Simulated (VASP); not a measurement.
Nb: single point with r2SCAN

Nb:

```xyz
1
Lattice="0.0793 2.1150 2.1150 2.1150 0.0793 2.1150 2.1943 2.1943 0.0000" Properties=species:S:1:pos:R:3 pbc="T T T"
Nb    0.0000    0.0000    0.0000
```

This cell differs from its parent crystal: strain +0.0750 x Voigt [0, 0, 0, 0, 0, 1].

```json
{
  "Program": "VASP 6.6.1",
  "Task": "single point",
  "Functional": "r2SCAN",
  "Potentials or basis": "VASP PAW PBE potentials, release 64 (Nb_sv)",
  "Cutoff": "520 eV",
  "k mesh": "20 × 20 × 20",
  "Occupations": "gaussian, width 0.15 eV",
  "Spin": "no spin polarisation",
  "Dipole correction": "no",
  "Further INCAR settings": "ALGO = Normal; EDIFF = 1e-06; NBANDS = 12"
}
```

- Pressure: -2.6 GPa
- Band gap on the k mesh: zero (an odd number of electrons rules out a gap without spin polarisation)

Stress tensor (GPa, compression positive):
```
-2.52  2.00  0.00
 2.00 -2.52  0.00
 0.00  0.00 -2.63
```

Levels at points of the mesh, in eV from the Fermi level:
| k point | band 4 | band 5 | band 6 | band 7 | band 8 | band 9 |
| --- | --- | --- | --- | --- | --- | --- |
| (0.00, 0.00, 0.00) | -31.11 | -6.55 | -0.42 | 0.05 | 0.84 | 3.05 |
| (0.50, 0.00, 0.00) | -31.42 | -3.97 | -0.53 | 0.42 | 1.66 | 4.69 |
| (0.50, 0.50, 0.00) | -31.50 | -4.16 | -3.46 | 3.62 | 5.01 | 5.41 |
| (0.00, 0.00, 0.50) | -31.27 | -4.00 | -0.33 | 0.68 | 0.91 | 4.48 |
| (0.50, 0.00, 0.50) | -31.65 | -4.16 | -3.45 | 3.67 | 4.76 | 5.38 |

It took 4.7 min on 1 thread of Intel(R) Xeon(R) 6975P-C (Granite Rapids) (shared host), peak memory 0.36 GiB.

Caveat: the cell differs from its parent crystal (strain +0.0750 x Voigt [0, 0, 0, 0, 0, 1]); the PAW data sets were made with another functional, which shifts forces and pressure a little.
